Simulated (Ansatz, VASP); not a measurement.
## One calculation of Zr3ScN4, two programs

```xyz
8
Lattice="-3.0215 3.0215 3.0215 3.0215 -3.0215 3.0215 3.0215 3.0215 -3.0215" Properties=species:S:1:pos:R:3 pbc="T T T"
Zr    0.0000    3.0215    0.0000
Zr    3.0215    0.0000    0.0000
Zr    0.0000    0.0000    3.0215
Sc    0.0000    0.0000    0.0000
N     1.9602    1.9602    1.9602
N     1.0613   -1.0613    1.0613
N    -1.0613    1.0613    1.0613
N     1.0613    1.0613   -1.0613
```

Change from the starting cell: species swapped into the K3SbS4 type (I-43m, No. 217).

Alike in both runs: task single point; functional PBE; k mesh 4 × 4 × 4; occupations gaussian, width 0.1 eV; no spin polarisation.

```csv
,VASP,Ansatz
version,VASP 6.6.1,Ansatz 0.2.0
potentials or method,"VASP PAW PBE potentials, release 64 (Zr_sv, Sc_sv, N), cutoff 520 eV","scalar-relativistic, plane waves, PAW"
valence electrons in the cell,67,67
```

```csv
,VASP,Ansatz,Ansatz less VASP
gap on the k mesh at the Fermi level (eV),none,none,-
pressure (GPa),0.5,0.0,-0.53
rms of the force components (eV/Å),2.397,2.343,-0.0541
```

Atom by atom the forces differ by 0.054 eV/Å (rms over components). A gap of «none» marks a metal or a gap that the smearing closes.

The k mesh is coarse, so the values compare programs but aren't converged.
